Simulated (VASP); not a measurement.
Runs of VASP 6.6.1 on LiF. The structure is that of space group Fm-3m (No. 225), or close to it. The cells are those of the table. 

```csv
cell,k mesh,smearing,gap on the mesh (eV)
"a = 2.819, b = 2.819, c = 2.775 Å, angles 59.5, 59.5, 90.0°, 2 atoms",10 × 10 × 10,gaussian 0.01 eV,9.38
"a = 2.736, b = 2.736, c = 2.759 Å, angles 60.3, 60.3, 90.0°, 2 atoms",10 × 10 × 10,gaussian 0.01 eV,(b)
"a = 2.709, b = 2.709, c = 2.755 Å, angles 60.6, 60.6, 90.0°, 2 atoms",10 × 10 × 10,gaussian 0.01 eV,(a)
"a = 2.764 Å, angles 60.0, 60.0, 90.0°, 2 atoms",14 × 14 × 14,fermi-dirac 0.1 eV,9.69
"a = 2.792, b = 2.792, c = 2.770 Å, angles 59.7, 59.7, 90.0°, 2 atoms",10 × 10 × 10,gaussian 0.01 eV,9.54
```

Alike in all rows: task single point; level LDA; potentials or basis VASP PAW LDA potentials, release 64 (Li_sv, F); no spin polarisation; cutoff (eV) 520.

Q: Fill in the values left out.

A: (a) 9.91; (b) 9.80.

A k mesh can miss the band edges.
